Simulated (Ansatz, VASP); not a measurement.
## SnSe in VASP and in Ansatz

```
Sn Se
1.0
     0.00000    3.32572    3.32572
     3.32572    0.00000    3.32572
     3.32572    3.32572    0.00000
Sn Se
1 1
Direct
  0.00000 0.00000 0.00000
  0.25000 0.25000 0.25000
```

Alike in both runs: functional PBEsol; k mesh 12 × 12 × 12; occupations fermi-dirac, width 0.08 eV; no spin polarisation.

Ansatz relaxed the structure, and its values are those at the end. VASP's run is a single point on that final structure, the one shown.

|  | VASP | Ansatz |
| --- | --- | --- |
| version | VASP 6.6.1 | Ansatz 0.2.0 |
| potentials or method | VASP PAW PBE potentials, release 64 (Sn_d, Se) | PAW with Ansatz's default frozen-core files, scalar-relativistic |
| plane-wave cutoff (eV) | 520 | 420 |
| valence electrons in the cell | 20 | 30 |

|  | VASP | Ansatz | Ansatz less VASP |
| --- | --- | --- | --- |
| pressure (GPa) | 0.0 | 0.0 | -0.02 |

VASP's potentials were made for PBE, not for PBEsol. VASP's potentials hold 20 valence electrons a cell and Ansatz's 30, so a difference there can come from the potentials and not from the codes.
